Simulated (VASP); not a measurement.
**CdTe: relaxation of cell and atoms with PBE**

CdTe:

```
Cd Te
1.0
     0.00000    3.28211    3.28211
     3.28211    0.00000    3.28211
     3.28211    3.28211    0.00000
Cd Te
1 1
Cartesian
  0.0000 0.0000 0.0000
  1.6411 1.6411 1.6411
```

- Program: VASP 6.6.1
- Task: relaxation of cell and atoms
- Functional: PBE
- Potentials or basis: VASP PAW PBE potentials, release 64 (Cd, Te)
- Cutoff: 600 eV
- k mesh: 8 × 8 × 8
- Occupations: gaussian, width 0.02 eV
- Spin: no spin polarisation
- Dipole correction: no
- Further INCAR settings: ALGO = Normal; EDIFF = 1e-06; IBRION = 2; EDIFFG = -0.005; NSW = 100; ISIF = 3

```
Relaxed volume                         : 36.31 Å³/atom
Relaxed cell                           : a = 4.683 Å, b = 4.683 Å, c = 4.683 Å, α = 60.00°, β = 60.00°, γ = 60.00°
Space group after relaxing (to 0.05 Å) : F-43m (No. 216)
Energy gained by relaxing              : 2.9 meV/atom
Ionic steps                            : 3
Pressure after relaxing                : 0.0 GPa
Band gap on the k mesh                 : 0.58 eV, direct
```

The path:
```
step  energy change (eV)  largest force (eV/Å)  pressure (GPa)  volume (Å³)
   1              0.0000                0.0000            1.00        70.71
   2             -0.0056                0.0000           -0.18        72.99
   3             -0.0058                0.0000            0.00        72.61
```

Final structure:
```xyz
2
Lattice="0.0000 3.3113 3.3113 3.3113 0.0000 3.3113 3.3113 3.3113 0.0000" Properties=species:S:1:pos:R:3 pbc="T T T"
Cd    0.0000    0.0000    0.0000
Te    1.6556    1.6556    1.6556
```

Levels at points of the mesh, in eV from the valence-band top:
```csv
k point,band 6,band 7,band 8,band 9,band 10,band 11,band 12,band 13
"(0.00, 0.00, 0.00)",-7.87,0.00,0.00,0.00,0.58,4.64,4.64,4.64
"(0.50, 0.00, 0.00)",-7.57,-4.07,-0.68,-0.68,1.75,5.21,5.21,7.01
"(0.50, 0.50, 0.00)",-7.45,-4.00,-1.65,-1.65,2.67,2.75,8.50,8.80
```

Run time: 92 s on 1 thread of Intel(R) Xeon(R) Platinum 8259CL CPU @ 2.50GHz (Skylake/Cascade Lake) (shared host), peak memory 0.26 GiB.

Caveat: spin-orbit coupling is left out, which moves the levels of the heavy elements.
